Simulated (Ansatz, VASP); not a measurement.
**MnS: VASP beside Ansatz**

INCAR

```
SYSTEM = MnS
PREC = Accurate
ENCUT = 520
EDIFF = 1E-7
ISMEAR = 0
SIGMA = 0.05
LREAL = .FALSE.
LASPH = .TRUE.
NELM = 150
ALGO = Normal
ISIF = 2
LWAVE = .FALSE.
LCHARG = .TRUE.
ISPIN = 2
MAGMOM = 0.5 0
LORBIT = 11
LMAXMIX = 4
GGA = CA
LELF = .TRUE.
LVHAR = .TRUE.
NBANDS = 20
```

File KPOINTS:

```
Automatic mesh
0
G
  10 10 10
  0 0 0
```

Contents of POSCAR:

```
MnS
1.0
    0.0000000000      2.8000000000      2.8000000000
    2.8000000000      0.0000000000      2.8000000000
    2.8000000000      2.8000000000      0.0000000000
Mn S
1 1
Direct
    0.0000000000      0.0000000000      0.0000000000
    0.7500000000      0.7500000000      0.7500000000
```

Input for Ansatz:

```yaml
crystal:
  lattice:
    - [0.0, 2.8, 2.8]
    - [2.8, 0.0, 2.8]
    - [2.8, 2.8, 0.0]
  atoms:
    - { symbol: Mn, position: [0.0, 0.0, 0.0], spin: 0.5 }
    - { symbol: S, position: [0.75, 0.75, 0.75] }
basis:
  ecutwfc: 420
  ecutrho_ratio: 4
kpoints:
  mp_grid: { grid: [10, 10, 10] }
hamiltonian:
  xc: lda
scf:
  occupations: { method: gaussian, width: 0.05 }
output:
  forces: true
  stress: true
  eigenvalues: true
  populations: true
magnetization:
  spin_polarized: true
```

Alike in both runs: task single point; functional LDA; k mesh 10 × 10 × 10; occupations gaussian, width 0.05 eV; collinear spin.

|  | VASP | Ansatz |
| --- | --- | --- |
| version | VASP 6.6.1 | Ansatz 0.2.0 |
| potentials or method | VASP PAW LDA potentials, release 64 (Mn_pv, S), cutoff 520 eV | scalar-relativistic, plane waves, PAW |
| valence electrons in the cell | 19 | 21 |

Ansatz gave:

| Property | Result |
| --- | --- |
| gap on the k mesh at the Fermi level (eV) | none |
| pressure (GPa) | -5.7 |
| net moment per atom (μB) | 2.39 |
| size of the moment on the site where the two differ most (μB) | 4.04 |

Estimate VASP's values.

gap on the k mesh at the Fermi level (eV): none; pressure (GPa): -26.3; net moment per atom (μB): 0.00; size of the moment on the site where the two differ most (μB): 0.00.

The net moments are unlike, so the other rows may belong to different states. LDA's correlation is that of Perdew and Zunger in VASP and of Perdew and Wang (1992) in Ansatz. Site moments also hang on the region over which each program counts them. A gap of «none» marks a metal or a gap that the smearing closes. VASP's potentials hold 19 valence electrons a cell and Ansatz's 21, so a difference there can come from the potentials and not from the codes.
